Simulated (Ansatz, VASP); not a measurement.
# Sc3B2Sb in VASP and in Ansatz

```xyz
6
Lattice="4.3652 0.0000 0.0000 0.0000 4.3652 0.0000 0.0000 0.0000 6.5079" Properties=species:S:1:pos:R:3 pbc="T T T"
Sc    2.1826    0.0000    5.5185
Sc    0.0000    2.1826    5.5185
Sc    2.1826    2.1826    4.7633
B     2.1826    0.0000    3.7616
B     0.0000    2.1826    3.7616
Sb    0.0000    0.0000    1.2163
```

Alike in both runs: task single point; functional PBE; k mesh 4 × 4 × 4; occupations gaussian, width 0.1 eV; no spin polarisation.

|  | VASP | Ansatz |
| --- | --- | --- |
| version | VASP 6.6.1 | Ansatz 0.2.0 |
| potentials or method | VASP PAW PBE potentials, release 64 (Sc_sv, B, Sb), cutoff 520 eV | scalar-relativistic, plane waves, PAW |
| valence electrons in the cell | 44 | 54 |

```tsv
	VASP	Ansatz	Ansatz less VASP
gap on the k mesh at the Fermi level (eV)	none	none	-
pressure (GPa)	19.0	18.3	-0.64
traceless stress, the component that is largest in VASP (GPa)	14.57	14.27	-0.297
rms of the force components (eV/Å)	4.608	4.507	-0.1009
```

Atom by atom the forces differ by 0.102 eV/Å (rms over components). A gap of «none» marks a metal or a gap that the smearing closes. VASP's potentials hold 44 valence electrons a cell and Ansatz's 54, so a difference there can come from the potentials and not from the codes.

Spin-orbit coupling is off throughout.
